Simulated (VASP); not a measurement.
# BiTe (Fm-3m) in VASP: a series of runs

The runs below take BiTe through relaxation of cell and atoms, with LDA.

Everything below comes from runs of VASP 6.6.1. Logs are shortened: lines on timing, memory, paths and dates and some standing lists are left out, and cuts for length are marked.

### Step 1. The cell of the first run

It takes space group Fm-3m (No. 225, cubic). The conventional cell has a = 6.374 Å, b = 6.374 Å, c = 6.374 Å, α = 90.00°, β = 90.00°, γ = 90.00°. Bi (site symmetry m-3m) has 6 Te at 3.19 Å within 4.2 Å. Within 4.2 Å of Te (site symmetry m-3m) lie 6 Bi at 3.19 Å.

### Step 2. Relaxation of cell and atoms, LDA

Contents of INCAR:

```
SYSTEM = BiTe
ALGO = Normal
EDIFF = 1E-6
EDIFFG = -0.005
ENCUT = 600
GGA = CA
IBRION = 2
ISIF = 3
ISMEAR = -1
LASPH = .TRUE.
LCHARG = .FALSE.
LREAL = .FALSE.
LWAVE = .FALSE.
NELM = 80
NSW = 100
PREC = Accurate
SIGMA = 0.05
```

Contents of KPOINTS:

```
k-points
0
G
  11 11 11
  0 0 0
```

Contents of POSCAR:

```
BiTe
1.0
    0.0000000000      3.1869031609      3.1869031609
    3.1869031609      0.0000000000      3.1869031609
    3.1869031609      3.1869031609      0.0000000000
Bi Te
1 1
Direct
    0.0000000000      0.0000000000      0.0000000000
    0.5000000000      0.5000000000      0.5000000000
```

Potentials or basis: VASP PAW LDA potentials, release 64 (Bi_d, Te).

Run with:

```
$ cat potpaw_LDA.64/Bi_d/POTCAR potpaw_LDA.64/Te/POTCAR > POTCAR
$ mpirun -np 1 vasp_std > vasp.out
```

OUTCAR:

```text
SYSTEM = BiTe
   EDIFF = 1E-6
   EDIFFG = -0.005
   ENCUT = 600
   GGA = CA
   IBRION = 2
   ISIF = 3
   ISMEAR = -1
   LASPH = .TRUE.
   LREAL = .FALSE.
   NELM = 80
   NSW = 100
   PREC = Accurate

 ion  position               nearest neighbor table
   1  0.000  0.000  0.000-   2 3.19   2 3.19   2 3.19   2 3.19   2 3.19   2 3.19
   2  0.500  0.500  0.500-   1 3.19   1 3.19   1 3.19   1 3.19   1 3.19   1 3.19

  LATTYP: Found a face centered cubic cell.
 ALAT       =     6.3738063218

  Lattice vectors:

 A1 = (   0.0000000000,   3.1869031609,   3.1869031609)
 A2 = (   3.1869031609,   0.0000000000,   3.1869031609)
 A3 = (   3.1869031609,   3.1869031609,   0.0000000000)

Analysis of symmetry for initial positions (statically):
=====================================================================
 Subroutine PRICEL returns:
 Original cell was already a primitive cell.

 Routine SETGRP: Setting up the symmetry group for a
 face centered cubic supercell.

 Subroutine GETGRP returns: Found 48 space group operations
 (whereof 48 operations were pure point group operations)
 out of a pool of 48 trial point group operations.

The static configuration has the point symmetry O_h .

Analysis of symmetry for dynamics (positions and initial velocities):
=====================================================================
 Subroutine PRICEL returns:
 Original cell was already a primitive cell.

 Routine SETGRP: Setting up the symmetry group for a
 face centered cubic supercell.

 Subroutine GETGRP returns: Found 48 space group operations
 (whereof 48 operations were pure point group operations)
 out of a pool of 48 trial point group operations.

The dynamic configuration has the point symmetry O_h .

 Subroutine INISYM returns: Found 48 space group operations
 (whereof 48 operations are pure point group operations),
 and found     1 'primitive' translations

----------------------------------------------------------------------------------------

                                     Primitive cell

  volume of cell :      64.7346

  direct lattice vectors                    reciprocal lattice vectors
     0.000000000  3.186903161  3.186903161    -0.156892122  0.156892122  0.156892122
     3.186903161  0.000000000  3.186903161     0.156892122 -0.156892122  0.156892122
     3.186903161  3.186903161  0.000000000     0.156892122  0.156892122 -0.156892122

  length of vectors
     4.506961672  4.506961672  4.506961672     0.271745127  0.271745127  0.271745127

  position of ions in fractional coordinates (direct lattice)
     0.000000000  0.000000000  0.000000000
     0.500000000  0.500000000  0.500000000

  ion indices of the primitive-cell ions
   primitive index   ion index
                 1           1
                 2           2

----------------------------------------------------------------------------------------

 KPOINTS: k-points

Automatic generation of k-mesh.
 Grid dimensions read from file:
 generate k-points for:   11   11   11

 Generating k-lattice:

  Cartesian coordinates                     Fractional coordinates (reciprocal lattice)
    -0.014262920  0.014262920  0.014262920     0.090909091  0.000000000  0.000000000
     0.014262920 -0.014262920  0.014262920     0.000000000  0.090909091  0.000000000
     0.014262920  0.014262920 -0.014262920     0.000000000  0.000000000  0.090909091

  Length of vectors
     0.024704102  0.024704102  0.024704102

  Shift w.r.t. Gamma in fractional coordinates (k-lattice)
     0.000000000  0.000000000  0.000000000

 Subroutine IBZKPT returns following result:
 ===========================================

 Found     56 irreducible k-points:

 Following reciprocal coordinates:
            Coordinates               Weight
  0.000000  0.000000  0.000000      1.000000
  0.090909  0.000000  0.000000      8.000000
  0.181818  0.000000  0.000000      8.000000
  0.272727  0.000000  0.000000      8.000000
  0.363636  0.000000  0.000000      8.000000
  0.454545  0.000000  0.000000      8.000000
[... 16 lines left out ...]
 -0.272727  0.181818  0.000000     24.000000
 -0.181818  0.181818  0.000000     12.000000
 [... further k-points ...]
   k-points           NKPTS =     56   k-points in BZ     NKDIM =     56   number of bands    NBANDS=     14
   number of dos      NEDOS =    301   number of ions     NIONS =      2
   total plane-waves  NPLWV =  46656
   dimension x,y,z NGX =    36 NGY =   36 NGZ =   36
   dimension x,y,z NGXF=    72 NGYF=   72 NGZF=   72
   ions per type =               1   1
   NGX,Y,Z   is equivalent  to a cutoff of  13.28, 13.28, 13.28 a.u.
   NGXF,Y,Z  is equivalent  to a cutoff of  26.56, 26.56, 26.56 a.u.
 SYSTEM =  BiTe
   PREC   = accura    normal or accurate (medium, high low for compatibility)
   ISTART =      0    job   : 0-new  1-cont  2-samecut
   ICHARG =      2    charge: 1-file 2-atom 10-const
   ISPIN  =      1    spin polarized calculation?
   LNONCOLLINEAR =      F non collinear calculations
   LSORBIT =      F    spin-orbit coupling
   LASPH  =      T    aspherical Exc in radial PAW
   ENCUT  =  600.0 eV  44.10 Ry    6.64 a.u.   9.00  9.00  9.00*2*pi/ulx,y,z
   NELM   =     80;   NELMIN=  2; NELMDL= -5     # of ELM steps
   EDIFF  = 0.1E-05   stopping-criterion for ELM
   LREAL  =      F    real-space projection
   EDIFFG = -.5E-02   stopping-criterion for IOM
   NSW    =    100    number of steps for IOM
   IBRION =      2    ionic relax: 0-MD 1-quasi-New 2-CG
   NFREE  =      1    steps in history (QN), initial steepest desc. (CG)
   ISIF   =      3    stress and relaxation
   ISYM   =      2    0-nonsym 1-usesym 2-fastsym
   POTIM  = 0.5000    time-step for ionic-motion
   TEBEG  =    0.0;   TEEND  =   0.0 temperature during run
   PSTRESS=    0.0 pullay stress
   NELECT =      21.0000    total number of electrons
   NUPDOWN=      -1.0000    fix difference up-down
   EMIN   =  10.00;   EMAX   =-10.00  energy-range for DOS
   EFERMI =   0.00;   METHOD = LEGACY
   ISMEAR =    -1;   SIGMA  =   0.05  broadening in eV -4-tet -1-fermi 0-gaus
   EFERMI_NEDOS =   21; number of points for ismear=-14 and -15
   IALGO  =     38    algorithm
   IMIX   =      4    mixing-type and parameters
     AMIX     =   0.40;   BMIX     =  1.00
     AMIX_MAG =   1.60;   BMIX_MAG =  1.00
  volume/ion in A,a.u.               =      32.37       218.43
  Fermi-wavevector in a.u.,A,eV,Ry     =   1.124870  2.125696 17.215899  1.265333
  Thomas-Fermi vector in A             =   2.261544
   LORBIT       =      0    0 simple, 1 ext, 2 COOP (PROOUT), +10 PAW based schemes
   GGA     = CA    functional components
   LHFCALC =     F    Hartree Fock is set to
   AEXX    =    0.0000 exact exchange contribution
   IVDW    =     0    specifies the selected vdW correction
   LEPSILON=     F    determine dielectric tensor
   LRPA    =     F    only Hartree local field effects (RPA)
 conjugate gradient relaxation of ions
 non-spin polarized calculation
  energy-cutoff  :      600.00
  volume of cell :       64.73
 maximum number of plane-waves:      2177
   NGX = 17   NGY = 17   NGZ = 17

--------------------------------------- Ionic step        1  -------------------------------------------

 number of electron      21.0000003 magnetization

 Free energy of the ion-electron system (eV)
  ---------------------------------------------------
  ext. energy  EPLUGINS =         0.00000000
  ---------------------------------------------------
  free energy    TOTEN  =        -8.52663285 eV

  energy without entropy =       -8.51629116  energy(sigma->0) =       -8.52146200

------------------------ aborting loop because EDIFF is reached ----------------------------------------

  FORCE on cell =-STRESS in cart. coord.  units (eV):
  Direction    XX          YY          ZZ          XY          YZ          ZX
  --------------------------------------------------------------------------------------
  -------------------------------------------------------------------------------------
  Total       -0.2218118     -0.2218118     -0.2218118      0.0000000      0.0000000     -0.0000000
  in kB       -5.4898274     -5.4898274     -5.4898274      0.0000000      0.0000000     -0.0000000
  external PRESSURE =      -5.4898274 kB  Pullay stress =       0.0000000 kB
[... 57 lines left out ...]
  energy  without entropy=       -8.5173097854  energy(sigma->0) =       -8.52227377

--------------------------------------- Ionic step        3  -------------------------------------------

 number of electron      21.0000002 magnetization

 Free energy of the ion-electron system (eV)
  ---------------------------------------------------
  ext. energy  EPLUGINS =         0.00000000
  ---------------------------------------------------
  free energy    TOTEN  =        -8.52771200 eV

  energy without entropy =       -8.51762276  energy(sigma->0) =       -8.52266738

 E-fermi :   7.0997     XC(G=0):  -9.9159

 val. band max:        7.0699969319   @ k =   0.4545   0.0909   0.0000
 cond. band min:       7.1018693066   @ k =  -0.2727   0.3636   0.0909
 fundamental gap:      0.0318723747
 Fermi energy:         7.0997350723

 k-point     1 :       0.0000    0.0000    0.0000
  band No.  band energies     occupation
      1     -15.9829      2.00000
      2     -15.9829      2.00000
      3     -15.9721      2.00000
      4     -15.9721      2.00000
      5     -15.9721      2.00000
      6      -6.8028      2.00000
      7      -0.8411      2.00000
      8       4.4471      2.00000
      9       4.4471      2.00000
     10       4.4471      2.00000
     11       9.3567      0.00000
     12       9.3567      0.00000
     13       9.3567      0.00000
     14      11.7216      0.00000
[... 375 lines left out ...]
 k-point    24 :      -0.1818    0.1818    0.0000
  band No.  band energies     occupation
      1     -15.9871      2.00000
      2     -15.9855      2.00000
      3     -15.9705      2.00000
      4     -15.9680      2.00000
      5     -15.9662      2.00000
      6      -5.9795      2.00000
      7      -2.4894      2.00000
      8       3.2750      2.00000
      9       5.2639      2.00000
     10       5.6028      2.00000
     11       6.6884      1.99947
     12       6.7695      1.99729
     13       9.9080      0.00000
     14      11.7083      0.00000

 [... further k-points ...]

------------------------ aborting loop because EDIFF is reached ----------------------------------------

  FORCE on cell =-STRESS in cart. coord.  units (eV):
  Direction    XX          YY          ZZ          XY          YZ          ZX
  --------------------------------------------------------------------------------------
  -------------------------------------------------------------------------------------
  Total       -0.0010643     -0.0010643     -0.0010643      0.0000000     -0.0000000      0.0000000
  in kB       -0.0265983     -0.0265983     -0.0265983      0.0000000     -0.0000000      0.0000000
  external PRESSURE =      -0.0265983 kB  Pullay stress =       0.0000000 kB
[... 17 lines left out ...]
  FREE ENERGIE OF THE ION-ELECTRON SYSTEM (eV)
  ---------------------------------------------------
  free  energy   TOTEN  =        -8.5277119984 eV

  energy  without entropy=       -8.5176227613  energy(sigma->0) =       -8.52266738

 reached required accuracy - stopping structural energy minimisation
```

Run time: 92 s. Hardware: 1 thread of Intel Xeon 6975P-C, shared host; peak memory 0.22 GiB.

What came out:

- Free energy: -8.5277 eV
- Relaxed volume: 32.05 Å³/atom
- Relaxed cell: a = 4.492 Å, b = 4.492 Å, c = 4.492 Å, α = 60.00°, β = 60.00°, γ = 60.00°
- Space group after relaxing (to 0.1 Å): Fm-3m (No. 225)
- Energy gained by relaxing: 0.5 meV/atom
- Ionic steps: 3
- Pressure after relaxing: 0.0 GPa
- Band gap on the k mesh: zero (an odd number of electrons rules out a gap without spin polarisation)

The path:
| step | energy change (eV) | largest force (eV/Å) | pressure (GPa) | volume (Å³) |
| --- | --- | --- | --- | --- |
| 1 | 0.0000 | 0.0000 | -0.55 | 64.73 |
| 2 | -0.0006 | 0.0000 | 0.38 | 63.70 |
| 3 | -0.0011 | 0.0000 | 0.00 | 64.11 |

Final structure:
```xyz
2
Lattice="0.0000 3.1766 3.1766 3.1766 0.0000 3.1766 3.1766 3.1766 0.0000" Properties=species:S:1:pos:R:3 pbc="T T T"
Bi    0.0000    0.0000    0.0000
Te    3.1766    3.1766    3.1766
```

Caveat: spin-orbit coupling is left out, which moves the levels of the heavy elements; an odd number of electrons without spin polarisation forces a metal; a magnetic or distorted state may lie lower.

### Step 3. Relaxation of cell and atoms, LDA, collinear spin

Contents of INCAR:

```
PREC     = Accurate       # precision mode
ENCUT    = 600            # plane-wave cutoff, eV
EDIFF    = 1E-7           # SCF threshold, eV
ISMEAR   = 1              # smearing method
SIGMA    = 0.01           # smearing width, eV
LREAL    = F              # projectors in reciprocal space
LASPH    = T              # aspherical terms in the spheres
NELM     = 150            # most SCF steps
ALGO     = Normal         # electronic algorithm
ISIF     = 3              # what is computed and relaxed
LWAVE    = F              # write WAVECAR
LCHARG   = F              # write CHGCAR
ISPIN    = 2              # spin polarisation
MAGMOM   = 4 -1           # initial moments
LORBIT   = 11             # projections on sites
IBRION   = 2              # ionic algorithm
NSW      = 100            # ionic steps
EDIFFG   = -0.005         # ionic threshold
```

Contents of KPOINTS:

```
Automatic mesh
0
Gamma
  9 9 9
```

POSCAR is that of step 2.

Potentials or basis: VASP PAW LDA potentials, release 64 (Bi_d, Te).

Run with:

```
$ cat potpaw_LDA.64/Bi_d/POTCAR potpaw_LDA.64/Te/POTCAR > POTCAR
$ mpirun -np 1 vasp_std > vasp.out
```

Run time: 3.3 min. Hardware: 1 thread of Intel Xeon 6975P-C, shared host; peak memory 0.24 GiB.

The run converged. Its results:

```yaml
Free_energy: -8.5131 eV
Relaxed_volume: 32.07 Å³/atom
Relaxed_cell: a = 4.493 Å, b = 4.493 Å, c = 4.493 Å, α = 60.00°, β = 60.00°, γ = 60.00°
Space_group_after_relaxing_to_0.1_Å: Fm-3m (No. 225)
Energy_gained_by_relaxing: 0.5 meV/atom
Ionic_steps: 3
Pressure_after_relaxing: 0.0 GPa
Net_moment: -0.06 μB per cell
Site_moments: Bi -0.03; Te -0.01 μB
Valence_electrons_inside_the_program's_atomic_spheres: Bi 12.75; Te 3.35
```

Step by step:
```csv
step,energy change (eV),largest force (eV/Å),pressure (GPa),volume (Å³)
1,0.0000,0.0000,-0.52,64.73
2,-0.0005,0.0000,0.38,63.75
3,-0.0010,0.0000,0.00,64.15
```

Final structure:
```
Bi Te
1.0
     0.00000    3.17723    3.17723
     3.17723    0.00000    3.17723
     3.17723    3.17723    0.00000
Bi Te
1 1
Direct
  0.00000 0.00000 0.00000
  0.50000 0.50000 0.50000
```

Levels at points of the mesh, in eV from the Fermi level:
Spin up:
| k point | band 8 | band 9 | band 10 | band 11 | band 12 | band 13 |
| --- | --- | --- | --- | --- | --- | --- |
| (0.00, 0.00, 0.00) | -2.61 | -2.61 | -2.61 | 2.30 | 2.30 | 2.30 |
Spin down:
```csv
k point,band 8,band 9,band 10,band 11,band 12,band 13
"(0.00, 0.00, 0.00)",-2.62,-2.62,-2.62,2.28,2.28,2.28
```

Caveat: spin-orbit coupling is left out, which moves the levels of the heavy elements.

The gap in the log of VASP goes by the Fermi energy; the results here count the filled bands.